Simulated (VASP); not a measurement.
# Ir (Fm-3m) in VASP: further runs

Ir is run at these levels: PBEsol; tasks: single point.

All numbers are computed with VASP 6.6.1; they aren't measurements. Logs are shortened: lines on timing, memory, paths and dates and some standing lists are left out, and cuts for length are marked.

## (1) The cell of the first run

Symmetry: Fm-3m, No. 225, cubic system. The conventional cell has a = 3.647 Å, b = 3.647 Å, c = 3.647 Å, α = 90.00°, β = 90.00°, γ = 90.00°. Within 3.4 Å of Ir (site symmetry m-3m) lie 12 Ir at 2.58 Å.

## (2) Single point, PBEsol (strain -0.050 along x and y, -0.050 along z)

INCAR

```
PREC = Accurate
ENCUT = 520
EDIFF = 1E-6
ISMEAR = 0
SIGMA = 0.15
LREAL = F
LASPH = T
NELM = 60
ALGO = Normal
ISIF = 2
LWAVE = F
LCHARG = F
GGA = PS
NBANDS = 10
```

KPOINTS

```
regular mesh
0
Gamma
  22 22 22
```

POSCAR

```
Ir
1.0
    0.0000000000      1.8237150000      1.8237150000
    1.8237150000      0.0000000000      1.8237150000
    1.8237150000      1.8237150000      0.0000000000
Ir
1
Direct
    0.0000000000      0.0000000000      0.0000000000
```

Potentials or basis: VASP PAW PBE potentials, release 64 (Ir).

The run is started by

```console
$ cat potpaw_PBE.64/Ir/POTCAR > POTCAR
$ mpirun -np 1 vasp_std > vasp.out
```

OUTCAR:

```text
PREC = Accurate
   ENCUT = 520
   EDIFF = 1E-6
   ISMEAR = 0
   LREAL = F
   LASPH = T
   NELM = 60
   ISIF = 2
   GGA = PS

 ion  position               nearest neighbor table
   1  0.000  0.000  0.000-

  LATTYP: Found a face centered cubic cell.
 ALAT       =     3.6474300000

  Lattice vectors:

 A1 = (   0.0000000000,   1.8237150000,   1.8237150000)
 A2 = (   1.8237150000,   0.0000000000,   1.8237150000)
 A3 = (   1.8237150000,   1.8237150000,   0.0000000000)

Analysis of symmetry for initial positions (statically):
=====================================================================
 Subroutine PRICEL returns:
 Original cell was already a primitive cell.

 Routine SETGRP: Setting up the symmetry group for a
 face centered cubic supercell.

 Subroutine GETGRP returns: Found 48 space group operations
 (whereof 48 operations were pure point group operations)
 out of a pool of 48 trial point group operations.

The static configuration has the point symmetry O_h .

Analysis of symmetry for dynamics (positions and initial velocities):
=====================================================================
 Subroutine PRICEL returns:
 Original cell was already a primitive cell.

 Routine SETGRP: Setting up the symmetry group for a
 face centered cubic supercell.

 Subroutine GETGRP returns: Found 48 space group operations
 (whereof 48 operations were pure point group operations)
 out of a pool of 48 trial point group operations.

The dynamic configuration has the point symmetry O_h .

 Subroutine INISYM returns: Found 48 space group operations
 (whereof 48 operations are pure point group operations),
 and found     1 'primitive' translations

----------------------------------------------------------------------------------------

                                     Primitive cell

  volume of cell :      12.1311

  direct lattice vectors                    reciprocal lattice vectors
     0.000000000  1.823715000  1.823715000    -0.274165645  0.274165645  0.274165645
     1.823715000  0.000000000  1.823715000     0.274165645 -0.274165645  0.274165645
     1.823715000  1.823715000  0.000000000     0.274165645  0.274165645 -0.274165645

  length of vectors
     2.579122487  2.579122487  2.579122487     0.474868828  0.474868828  0.474868828

  position of ions in fractional coordinates (direct lattice)
     0.000000000  0.000000000  0.000000000

  ion indices of the primitive-cell ions
   primitive index   ion index
                 1           1

----------------------------------------------------------------------------------------

 KPOINTS: regular mesh

Automatic generation of k-mesh.
 Grid dimensions read from file:
 generate k-points for:   22   22   22

 Generating k-lattice:

  Cartesian coordinates                     Fractional coordinates (reciprocal lattice)
    -0.012462075  0.012462075  0.012462075     0.045454545  0.000000000  0.000000000
     0.012462075 -0.012462075  0.012462075     0.000000000  0.045454545  0.000000000
     0.012462075  0.012462075 -0.012462075     0.000000000  0.000000000  0.045454545

  Length of vectors
     0.021584947  0.021584947  0.021584947

  Shift w.r.t. Gamma in fractional coordinates (k-lattice)
     0.000000000  0.000000000  0.000000000

 Subroutine IBZKPT returns following result:
 ===========================================

 Found    328 irreducible k-points:

 Following reciprocal coordinates:
            Coordinates               Weight
  0.000000  0.000000  0.000000      1.000000
  0.045455  0.000000  0.000000      8.000000
  0.090909  0.000000  0.000000      8.000000
  0.136364  0.000000  0.000000      8.000000
  0.181818  0.000000  0.000000      8.000000
  0.227273  0.000000  0.000000      8.000000
[... 16 lines left out ...]
  0.500000  0.045455  0.000000     24.000000
 -0.454545  0.045455  0.000000     24.000000
 [... further k-points ...]
   k-points           NKPTS =    328   k-points in BZ     NKDIM =    328   number of bands    NBANDS=     10
   number of dos      NEDOS =    301   number of ions     NIONS =      1
   total plane-waves  NPLWV =   8000
   dimension x,y,z NGX =    20 NGY =   20 NGZ =   20
   dimension x,y,z NGXF=    40 NGYF=   40 NGZF=   40
   ions per type =               1
   NGX,Y,Z   is equivalent  to a cutoff of  12.89, 12.89, 12.89 a.u.
   NGXF,Y,Z  is equivalent  to a cutoff of  25.78, 25.78, 25.78 a.u.
 SYSTEM =  unknown system
   PREC   = accura    normal or accurate (medium, high low for compatibility)
   ISTART =      0    job   : 0-new  1-cont  2-samecut
   ICHARG =      2    charge: 1-file 2-atom 10-const
   ISPIN  =      1    spin polarized calculation?
   LNONCOLLINEAR =      F non collinear calculations
   LSORBIT =      F    spin-orbit coupling
   LASPH  =      T    aspherical Exc in radial PAW
   ENCUT  =  520.0 eV  38.22 Ry    6.18 a.u.   4.80  4.80  4.80*2*pi/ulx,y,z
   NELM   =     60;   NELMIN=  2; NELMDL= -5     # of ELM steps
   EDIFF  = 0.1E-05   stopping-criterion for ELM
   LREAL  =      F    real-space projection
   EDIFFG = 0.1E-04   stopping-criterion for IOM
   NSW    =      0    number of steps for IOM
   IBRION =     -1    ionic relax: 0-MD 1-quasi-New 2-CG
   NFREE  =      0    steps in history (QN), initial steepest desc. (CG)
   ISIF   =      2    stress and relaxation
   ISYM   =      2    0-nonsym 1-usesym 2-fastsym
   POTIM  = 0.5000    time-step for ionic-motion
   TEBEG  =    0.0;   TEEND  =   0.0 temperature during run
   PSTRESS=    0.0 pullay stress
   NELECT =       9.0000    total number of electrons
   NUPDOWN=      -1.0000    fix difference up-down
   EMIN   =  10.00;   EMAX   =-10.00  energy-range for DOS
   EFERMI =   0.00;   METHOD = LEGACY
   ISMEAR =     0;   SIGMA  =   0.15  broadening in eV -4-tet -1-fermi 0-gaus
   EFERMI_NEDOS =   21; number of points for ismear=-14 and -15
   IALGO  =     38    algorithm
   IMIX   =      4    mixing-type and parameters
     AMIX     =   0.40;   BMIX     =  1.00
     AMIX_MAG =   1.60;   BMIX_MAG =  1.00
  volume/ion in A,a.u.               =      12.13        81.86
  Fermi-wavevector in a.u.,A,eV,Ry     =   1.482024  2.800620 29.883788  2.196396
  Thomas-Fermi vector in A             =   2.595862
   LORBIT       =      0    0 simple, 1 ext, 2 COOP (PROOUT), +10 PAW based schemes
   GGA     = PS    functional components
   LHFCALC =     F    Hartree Fock is set to
   AEXX    =    0.0000 exact exchange contribution
   IVDW    =     0    specifies the selected vdW correction
   LEPSILON=     F    determine dielectric tensor
   LRPA    =     F    only Hartree local field effects (RPA)
 non-spin polarized calculation
 Gauss-broadening in eV      SIGMA  =   0.15
  energy-cutoff  :      520.00
  volume of cell :       12.13
 maximum number of plane-waves:       335
   NGX =  9   NGY =  9   NGZ =  9

 number of electron       9.0000001 magnetization

 Free energy of the ion-electron system (eV)
  ---------------------------------------------------
  ext. energy  EPLUGINS =         0.00000000
  ---------------------------------------------------
  free energy    TOTEN  =        -9.37447909 eV

  energy without entropy =       -9.36511865  energy(sigma->0) =       -9.36979887

 E-fermi :  13.1105     XC(G=0): -15.0180

 val. band max:       13.1096998635   @ k =   0.3636   0.2273   0.0000
 cond. band min:      13.1260491187   @ k =  -0.1818   0.1364   0.0455
 fundamental gap:      0.0163492552
 Fermi energy:        13.1105338634

 k-point     1 :       0.0000    0.0000    0.0000
  band No.  band energies     occupation
      1       0.2032      2.00000
      2       8.2051      2.00000
      3       8.2051      2.00000
      4       8.2051      2.00000
      5      11.6608      2.00000
      6      11.6608      2.00000
      7      27.0287      0.00000
      8      33.5639      0.00000
      9      33.5639      0.00000
     10      33.5639      0.00000

 k-point     2 :       0.0455    0.0000    0.0000
  band No.  band energies     occupation
      1       0.3130      2.00000
      2       8.1394      2.00000
      3       8.2557      2.00000
      4       8.2557      2.00000
      5      11.6228      2.00000
      6      11.6228      2.00000
      7      27.2323      0.00000
      8      32.9891      0.00000
      9      33.7551      0.00000
     10      33.7551      0.00000

 k-point     3 :       0.0909    0.0000    0.0000
  band No.  band energies     occupation
      1       0.6333      2.00000
      2       7.9632      2.00000
      3       8.3950      2.00000
      4       8.3950      2.00000
      5      11.5282      2.00000
      6      11.5282      2.00000
      7      27.8092      0.00000
      8      31.7935      0.00000
      9      34.3168      0.00000
     10      34.3168      0.00000

 k-point     4 :       0.1364    0.0000    0.0000
  band No.  band energies     occupation
      1       1.1344      2.00000
      2       7.7359      2.00000
      3       8.5815      2.00000
      4       8.5815      2.00000
      5      11.4364      2.00000
      6      11.4364      2.00000
      7      28.6176      0.00000
      8      30.5525      0.00000
      9      35.2159      0.00000
     10      35.2159      0.00000
[... 222 lines left out ...]
 k-point    22 :       0.4545    0.0455    0.0000
  band No.  band energies     occupation
      1       3.3307      2.00000
      2       8.0003      2.00000
      3       8.2110      2.00000
      4      10.9682      2.00000
      5      14.2680      0.00000
      6      14.3445      0.00000
      7      22.7686      0.00000
      8      27.1463      0.00000
      9      34.3906      0.00000
     10      34.9030      0.00000

 k-point    23 :       0.5000    0.0455    0.0000
  band No.  band energies     occupation
      1       3.3064      2.00000
      2       7.9514      2.00000
      3       8.1407      2.00000
      4      11.5118      2.00000
      5      14.3609      0.00000
      6      14.7721      0.00000
      7      22.1056      0.00000
      8      26.8322      0.00000
      9      34.1575      0.00000
     10      34.1996      0.00000

 k-point    24 :      -0.4545    0.0455    0.0000
  band No.  band energies     occupation
      1       3.3127      2.00000
      2       7.9768      2.00000
      3       8.1390      2.00000
      4      11.4178      2.00000
      5      14.1723      0.00000
      6      14.8264      0.00000
      7      22.2531      0.00000
      8      26.8948      0.00000
      9      34.0461      0.00000
     10      34.5067      0.00000

 [... further k-points ...]

------------------------ aborting loop because EDIFF is reached ----------------------------------------

  FORCE on cell =-STRESS in cart. coord.  units (eV):
  Direction    XX          YY          ZZ          XY          YZ          ZX
  --------------------------------------------------------------------------------------
  -------------------------------------------------------------------------------------
  Total        6.4239477      6.4239477      6.4239477      0.0000000     -0.0000000      0.0000000
  in kB      848.4215171    848.4215171    848.4215171      0.0000000     -0.0000000      0.0000000
  external PRESSURE =     848.4215171 kB  Pullay stress =       0.0000000 kB

 VOLUME and BASIS-vectors are now :
 -----------------------------------------------------------------------------
  energy-cutoff  :      520.00
  volume of cell :       12.13
      direct lattice vectors                 reciprocal lattice vectors
     0.000000000  1.823715000  1.823715000    -0.274165645  0.274165645  0.274165645
     1.823715000  0.000000000  1.823715000     0.274165645 -0.274165645  0.274165645
     1.823715000  1.823715000  0.000000000     0.274165645  0.274165645 -0.274165645

 POSITION                                       TOTAL-FORCE (eV/Angst)
 -----------------------------------------------------------------------------------
      0.00000      0.00000      0.00000        -0.000000     -0.000000      0.000000
 -----------------------------------------------------------------------------------
    total drift:                                0.000000      0.000000      0.000000

  FREE ENERGIE OF THE ION-ELECTRON SYSTEM (eV)
  ---------------------------------------------------
  free  energy   TOTEN  =        -9.3744790859 eV

  energy  without entropy=       -9.3651186537  energy(sigma->0) =       -9.36979887
```

Run time: 32 s. Hardware: 1 thread of Intel Xeon 8259CL, shared host; peak memory 0.16 GiB.

What came out:

```
Free energy            : -9.3745 eV
Pressure               : 84.8 GPa
Band gap on the k mesh : zero (an odd number of electrons rules out a gap without spin polarisation)
```

Caveat: the cell differs from its parent crystal (strain -0.050 along x and y, -0.050 along z); the cell stands under pressure; the PAW data sets were made with another functional, which shifts forces and pressure a little; spin-orbit coupling is left out, which moves the levels of the heavy elements.

## (3) Single point, PBEsol (strain -0.025 along x and y, -0.025 along z)

INCAR

```
PREC = Accurate ; ENCUT = 520
EDIFF = 1E-6 ; ISMEAR = 0
SIGMA = 0.15 ; LREAL = F
LASPH = T ; NELM = 100
ALGO = Normal ; ISIF = 2
LWAVE = F ; LCHARG = F
GGA = PS ; NBANDS = 10
```

KPOINTS is that of step 2.

POSCAR

```
Ir
1.0
    0.0000000000      1.8717075000      1.8717075000
    1.8717075000      0.0000000000      1.8717075000
    1.8717075000      1.8717075000      0.0000000000
Ir
1
Direct
    0.0000000000      0.0000000000      0.0000000000
```

Potentials or basis: VASP PAW PBE potentials, release 64 (Ir).

The run is started by

```console
$ cat potpaw_PBE.64/Ir/POTCAR > POTCAR
$ mpirun -np 1 vasp_std > vasp.out
```

OUTCAR:

```text
PREC = Accurate
   ENCUT = 520
   EDIFF = 1E-6
   ISMEAR = 0
   LREAL = F
   LASPH = T
   NELM = 100
   ISIF = 2
   GGA = PS

 ion  position               nearest neighbor table
   1  0.000  0.000  0.000-

  LATTYP: Found a face centered cubic cell.
 ALAT       =     3.7434150000

  Lattice vectors:

 A1 = (   0.0000000000,   1.8717075000,   1.8717075000)
 A2 = (   1.8717075000,   0.0000000000,   1.8717075000)
 A3 = (   1.8717075000,   1.8717075000,   0.0000000000)
[... 489 lines left out ...]
      9      31.8194      0.00000
     10      32.2773      0.00000

 [... further k-points ...]

------------------------ aborting loop because EDIFF is reached ----------------------------------------

  FORCE on cell =-STRESS in cart. coord.  units (eV):
  Direction    XX          YY          ZZ          XY          YZ          ZX
  --------------------------------------------------------------------------------------
  -------------------------------------------------------------------------------------
  Total        2.7383840      2.7383840      2.7383840      0.0000000      0.0000000      0.0000000
  in kB      334.5499656    334.5499656    334.5499656      0.0000000      0.0000000      0.0000000
  external PRESSURE =     334.5499656 kB  Pullay stress =       0.0000000 kB

 VOLUME and BASIS-vectors are now :
 -----------------------------------------------------------------------------
  energy-cutoff  :      520.00
  volume of cell :       13.11
      direct lattice vectors                 reciprocal lattice vectors
     0.000000000  1.871707500  1.871707500    -0.267135757  0.267135757  0.267135757
     1.871707500  0.000000000  1.871707500     0.267135757 -0.267135757  0.267135757
     1.871707500  1.871707500  0.000000000     0.267135757  0.267135757 -0.267135757

 POSITION                                       TOTAL-FORCE (eV/Angst)
 -----------------------------------------------------------------------------------
      0.00000      0.00000      0.00000         0.000000      0.000000      0.000000
 -----------------------------------------------------------------------------------
    total drift:                                0.000000      0.000000      0.000000

  FREE ENERGIE OF THE ION-ELECTRON SYSTEM (eV)
  ---------------------------------------------------
  free  energy   TOTEN  =        -9.7268008823 eV

  energy  without entropy=       -9.7160599902  energy(sigma->0) =       -9.72143044
```

It took 35 s on 1 thread of Intel Xeon 8259CL, shared host; peak memory 0.17 GiB.

What came out:

```yaml
Free_energy: -9.7268 eV
Pressure: 33.5 GPa
Band_gap_on_the_k_mesh: zero (an odd number of electrons rules out a gap without spin polarisation)
```

Caveat: the cell differs from its parent crystal (strain -0.025 along x and y, -0.025 along z); the cell stands under pressure; the PAW data sets were made with another functional, which shifts forces and pressure a little; spin-orbit coupling is left out, which moves the levels of the heavy elements.
